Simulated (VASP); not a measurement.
LiF, 16 atoms in the cell. The structure is tetragonal, space group P4_32_12 (No. 96). The conventional cell has a = 3.743 Å, b = 3.743 Å, c = 11.310 Å, α = 90.00°, β = 90.00°, γ = 90.00°. Within 2.2 Å of Li (site symmetry 1) lie 3 F at 1.68 to 1.70 Å. Within 2.2 Å of F (site symmetry 1) lie 3 Li at 1.68 to 1.70 Å. The cell was generated, and may not be a known phase.

| Property | Result |
| --- | --- |
| Program | VASP 6.6.1 |
| Task | single point |
| Functional | PBE |
| Potentials or basis | VASP PAW PBE potentials, release 64 (Li_sv, F) |
| Cutoff | 520 eV |
| k mesh | 4 × 4 × 2 |
| Occupations | gaussian, width 0.1 eV |
| Spin | no spin polarisation |
| Dipole correction | no |
| Further INCAR settings | LREAL = Auto; ALGO = Normal; EDIFF = 1e-07; NBANDS = 54 |

Potentials or basis: VASP PAW PBE potentials, release 64 (Li_sv, F).

Launch:

```bash
$ cat potpaw_PBE.64/Li_sv/POTCAR potpaw_PBE.64/F/POTCAR > POTCAR
$ mpirun -np 1 vasp_std > vasp.out
```

Hardware: 1 thread of Intel(R) Xeon(R) 6975P-C (Granite Rapids), on a shared host.

Q: How long does it take, and how much memory?

A: Wall time 63 s on 1 thread of Intel(R) Xeon(R) 6975P-C (Granite Rapids), on a shared host, peak memory 0.26 GiB. Counts: scf iterations 18, k points 12.
